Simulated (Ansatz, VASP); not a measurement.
## In4Ru: VASP beside Ansatz

```
CELL_PARAMETERS angstrom
-3.11151 3.11151 3.11388
3.11151 -3.11151 3.11388
3.11151 3.11151 -3.11388
ATOMIC_POSITIONS crystal
In 0.08792 0.52939 0.00000
In 0.52939 0.08792 0.00000
In 0.47061 0.47061 0.55853
In 0.91208 0.91208 0.44147
Ru 0.00000 0.00000 0.00000
```

Change from the starting cell: the structure that the rattled cell fell into.

Alike in both runs: functional PBE; k mesh 8 × 8 × 8; occupations gaussian, width 0.1 eV; no spin polarisation.

Ansatz relaxed the structure, and its values are those at the end. VASP's run is a single point on that final structure, the one shown.

|  | VASP | Ansatz |
| --- | --- | --- |
| version | VASP 6.6.1 | Ansatz 0.2.0 |
| potentials or method | VASP PAW PBE potentials, release 64 (In_d, Ru_pv), cutoff 520 eV | scalar-relativistic, plane waves, PAW |
| valence electrons in the cell | 66 | 68 |

|  | VASP | Ansatz | Ansatz less VASP |
| --- | --- | --- | --- |
| gap on the k mesh at the Fermi level (eV) | none | none | - |
| pressure (GPa) | 0.0 | 0.0 | -0.03 |

A gap of «none» marks a metal or a gap that the smearing closes. With one functional, cell and mesh, what is left measures potentials, basis and numerics. VASP's potentials hold 66 valence electrons a cell and Ansatz's 68, so a difference there can come from the potentials and not from the codes.
